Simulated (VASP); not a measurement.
Input of a VASP 6.6.1 run:

The input INCAR:

```
SYSTEM = Ca8O
PREC = Accurate
ENCUT = 520
EDIFF = 1E-6
ISMEAR = 0
SIGMA = 0.1
LREAL = .False.
LASPH = .True.
NELM = 100
ALGO = Normal
ISIF = 2
LWAVE = .False.
LCHARG = .False.
LDIPOL = .True.
IDIPOL = 3
DIPOL = 0.5 0.5 0.312
GGA = PE
NBANDS = 53
```

KPOINTS

```
Automatic mesh
0
Gamma
  4 4 1
  0 0 0
```

File POSCAR:

```
Ca8O
1.0
    7.8132359319      0.0000000000      0.0000000000
    0.0000000000      7.8132359319      0.0000000000
    0.0000000000      0.0000000000     18.1093934181
Ca O
8 1
Direct
    0.2500000000      0.2500000000      0.2208798444
    0.2500000000      0.7500000000      0.2208798444
    0.7500000000      0.2500000000      0.2208798444
    0.7500000000      0.7500000000      0.2208798444
    0.0000000000      0.0000000000      0.3649704474
    0.0000000000      0.5000000000      0.3649704474
    0.5000000000      0.0000000000      0.3649704474
    0.5000000000      0.5000000000      0.3649704474
    0.0625000000      0.0625000000      0.4631644888
```

Potentials or basis: VASP PAW PBE potentials, release 64 (Ca_sv, O).

The run is started by

```bash
$ cat potpaw_PBE.64/Ca_sv/POTCAR potpaw_PBE.64/O/POTCAR > POTCAR
$ mpirun -np 1 vasp_std > vasp.out
```

(1) What does it give for the band gap on the k mesh?

(2) What does it give for the largest force?

Answers

(1) zero (bands 43 and 44 overlap by 0.30 eV).

(2) 0.805 eV/Å.
